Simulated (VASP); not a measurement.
A run of VASP 6.6.1:

Contents of INCAR:

```
PREC = Accurate ; ENCUT = 520
EDIFF = 1E-6 ; ISMEAR = 0
SIGMA = 0.15 ; LREAL = F
LASPH = T ; NELM = 150
ALGO = Normal ; ISIF = 2
LWAVE = F ; LCHARG = F
ISPIN = 2 ; MAGMOM = 2.7 0.34
LORBIT = 11 ; LMAXMIX = 4
GGA = PE ; NBANDS = 18
```

The input KPOINTS:

```
Automatic mesh
0
Gamma
  18 18 18
```

File POSCAR:

```
CoO
1.0
    1.5451331124      0.8920830184      2.2990762412
   -1.5451331124      0.8920830184      2.2990762412
    0.0000000000     -1.7841660368      2.2990762412
Co O
1 1
Direct
    0.0250725014      0.0250725014      0.0250725014
    0.4076440661      0.4076440661      0.4076440661
```

Potentials or basis: VASP PAW PBE potentials, release 64 (Co, O).

The run is started by

```sh
$ cat potpaw_PBE.64/Co/POTCAR potpaw_PBE.64/O/POTCAR > POTCAR
$ mpirun -np 1 vasp_std > vasp.out
```

Hardware: 1 thread of AMD EPYC 9R45 (Zen 5) (shared host).

How long does it take, and how much memory?

It took 4.4 min on 1 thread of AMD EPYC 9R45 (Zen 5), with other jobs on the host, peak memory 0.37 GiB. Counts: scf iterations 16, k points 580.
